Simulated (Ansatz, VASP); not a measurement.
**One calculation of BiO5, two programs**

The input INCAR:

```
PREC = Accurate ; ENCUT = 600
EDIFF = 1E-7 ; ISMEAR = 0
SIGMA = 0.2 ; LREAL = F
LASPH = T ; NELM = 120
ALGO = Normal ; ISIF = 3
LWAVE = F ; LCHARG = F
GGA = PE ; IBRION = 2
NSW = 36 ; EDIFFG = -0.08
GGA_COMPAT = F ; NELMIN = 4
```

File KPOINTS:

```
Automatic mesh
0
Gamma
  5 5 3
```

The input POSCAR:

```
BiO5
1.0
    4.0678412500      0.0000000000      0.0000000000
   -2.0339206200      3.5228538600      0.0000000000
    0.0000000000      0.0000000000      5.5218942500
Bi O
1 5
Direct
    0.0000000000      0.0000000000      0.5000000000
    0.6666666700      0.3333333300      0.7959949400
    0.0000000000      0.0000000000      0.0000000000
    0.6666666700      0.3333333300      0.2040050600
    0.3333333300      0.6666666700      0.2040050600
    0.3333333300      0.6666666700      0.7959949400
```

Input for Ansatz:

```yaml
crystal:
  lattice:
    - [4.06784125, 0.0, 0.0]
    - [-2.03392062, 3.52285386, 0.0]
    - [0.0, 0.0, 5.52189425]
  atoms:
    - { symbol: Bi, position: [0.0, 0.0, 0.5] }
    - { symbol: O, position: [0.66666667, 0.33333333, 0.79599494] }
    - { symbol: O, position: [0.0, 0.0, 0.0] }
    - { symbol: O, position: [0.66666667, 0.33333333, 0.20400506] }
    - { symbol: O, position: [0.33333333, 0.66666667, 0.20400506] }
    - { symbol: O, position: [0.33333333, 0.66666667, 0.79599494] }
basis:
  ecutwfc: 420
kpoints:
  mp_grid: { grid: [5, 5, 3] }
hamiltonian:
  xc: pbe
scf:
  occupations: { method: gaussian, width: 0.2 }
  lower_state_search: "off"
output:
  forces: true
  stress: true
  eigenvalues: true
relax:
  adjacent_minimum: "off"
  f_tol: 0.08
  max_steps: 16
  cell: { stress_tol: 0.8 }
```

Change from the starting cell: species swapped into the BaSn5 type (P6/mmm, No. 191).

Alike in both runs: task relaxation of cell and atoms; functional PBE; k mesh 5 × 5 × 3; occupations gaussian, width 0.2 eV; no spin polarisation.

```csv
,VASP,Ansatz
version,VASP 6.6.1,Ansatz 0.2.0
potentials or method,"VASP PAW PBE potentials, release 64 (Bi_d, O), cutoff 600 eV","scalar-relativistic, plane waves, PAW"
valence electrons in the cell,45,45
```

Ansatz gave:

* gap on the k mesh at the Fermi level, each at its own relaxed structure (eV): none
* relaxed volume (Å³/atom): 10.93
* relaxed cell length with the largest relative difference (Å): 3.708

**Question.** Which values does VASP return?

**Answer.** gap on the k mesh at the Fermi level, each at its own relaxed structure (eV): none; relaxed volume (Å³/atom): 14.05; relaxed cell length with the largest relative difference (Å): 4.714.

A gap of «none» marks a metal or a gap that the smearing closes. One of these differences is far larger than is usual between the two programs; its cause wasn't traced.

The k mesh is coarse, so the values compare programs but aren't converged. Neither program's run includes spin-orbit coupling.
